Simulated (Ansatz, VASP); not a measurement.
## Two plane-wave programs on MgF2

```
Mg F
1.0
     4.71665    0.00000    0.00000
     0.00000    4.71665    0.00000
     0.00000    0.00000    3.10916
Mg F
2 4
Cartesian
  0.0000 0.0000 0.0000
  2.3583 2.3583 1.5546
  1.4352 1.4352 0.0000
  0.9231 3.7936 1.5546
  3.2814 3.2814 0.0000
  3.7936 0.9231 1.5546
```

Alike in both runs: functional r2SCAN; k mesh 6 × 6 × 10; occupations fermi-dirac, width 0.02 eV; no spin polarisation.

Ansatz relaxed the structure, and its values are those at the end. VASP's run is a single point on that final structure, the one shown.

|  | VASP | Ansatz |
| --- | --- | --- |
| version | VASP 6.6.1 | Ansatz 0.2.0 |
| potentials or method | VASP PAW PBE potentials, release 64 (Mg, F), cutoff 660 eV | PAW plane waves |
| valence electrons in the cell | 32 | 48 |

Ansatz gave:

```
gap on the k mesh at the Fermi level (eV) : 7.66
pressure (GPa)                            : -5.4
rms of the force components (eV/Å)        : 0.000
```

What did VASP give for the same quantities?

gap on the k mesh at the Fermi level (eV): 7.61; pressure (GPa): -7.0; rms of the force components (eV/Å): 0.005.

VASP's potentials were made for PBE, not for r2SCAN. VASP's potentials hold 32 valence electrons a cell and Ansatz's 48, so a difference there can come from the potentials and not from the codes. Ansatz's warnings: stress scf threshold loose.
